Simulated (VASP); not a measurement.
Input of a VASP 6.6.1 run:

Contents of INCAR:

```
PREC = Accurate
ENCUT = 520
EDIFF = 1E-6
ISMEAR = -1
SIGMA = 0.08
LREAL = F
LASPH = T
NELM = 100
ALGO = Normal
ISIF = 2
LWAVE = F
LCHARG = T
GGA = PE
LELF = T
LVHAR = T
NBANDS = 19
```

The input KPOINTS:

```
regular mesh
0
Gamma
  13 13 7
```

Contents of POSCAR:

```
Zr
1.0
    3.2319982225     -0.0484799733     -0.0484799733
   -1.6579839997      2.8232325523     -0.0177449018
   -0.0772050000     -0.0772050000      5.1470000000
Zr
2
Direct
    0.3333333333      0.6666666667      0.2500000000
    0.6666666667      0.3333333333      0.7500000000
```

Potentials or basis: VASP PAW PBE potentials, release 64 (Zr_sv).

Command:

```sh
$ cat potpaw_PBE.64/Zr_sv/POTCAR > POTCAR
$ mpirun -np 1 vasp_std > vasp.out
```

Problem. Predict the pressure.

Solution. 0.5 GPa.

Problem. Estimate the band gap on the k mesh.

Solution. Zero (band 12 reaches 9.98 eV, above the bottom of band 13 at 8.71 eV).

Problem. Estimate the largest force.

Solution. 0.067 eV/Å.

Stress tensor (GPa, compression positive):
```
0.31 1.47 0.84
1.47 0.36 0.83
0.84 0.83 0.94
```

Caveat: the cell differs from its parent crystal (equal xy, yz and zx shear strains of -3 %).
